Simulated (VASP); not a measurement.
Wanted: the native input for a VASP 6.6.1 run.

* Task: single point
* Functional: LDA
* Potentials or basis: VASP PAW LDA potentials, release 64 (Mg, Re, O)
* Cutoff: 520 eV
* k mesh: 2 × 2 × 3
* Occupations: methfessel-paxton, width 0.05 eV
* Spin: no spin polarisation
* Dipole correction: no
* Further INCAR settings: ALGO = Normal; EDIFF = 1e-06; NBANDS = 26

The structure of MgReO4 lies in POSCAR:

```
MgReO4
1.0
    3.2615590000     -3.3636000000      0.0000000000
    3.2615590000      3.3636000000      0.0000000000
    0.0000000000      0.0000000000      3.1035690000
Mg Re O
1 1 4
Direct
    0.0000000000      0.0000000000      0.0000000000
    0.5000000000      0.5000000000      0.5000000000
    0.2167730000      0.2167730000      0.5000000000
    0.6880160000      0.3119840000      0.0000000000
    0.3119840000      0.6880160000      0.0000000000
    0.7832270000      0.7832270000      0.5000000000
```

One way to write it, as run:

INCAR

```
PREC = Accurate ; ENCUT = 520
EDIFF = 1E-6 ; ISMEAR = 1
SIGMA = 0.05 ; LREAL = False
LASPH = True ; NELM = 100
ALGO = Normal ; ISIF = 2
LWAVE = False ; LCHARG = False
GGA = CA ; NBANDS = 26
```

KPOINTS

```
Automatic mesh
0
Gamma
  2 2 3
```

Potentials or basis: VASP PAW LDA potentials, release 64 (Mg, Re, O).

The run is started by

```bash
$ cat potpaw_LDA.64/Mg/POTCAR potpaw_LDA.64/Re/POTCAR potpaw_LDA.64/O/POTCAR > POTCAR
$ mpirun -np 1 vasp_std > vasp.out
```

It gave:

The pressure is -12.9 GPa and the largest force is 0.376 eV/Å.

Caveat: the k points lie up to 0.67 Å⁻¹ apart; an odd number of electrons without spin polarisation forces a metal; a magnetic or distorted state may lie lower.

It took 10 s on 1 thread of Intel(R) Xeon(R) Platinum 8375C CPU @ 2.90GHz (Ice Lake), with other jobs on the host, peak memory 0.16 GiB.
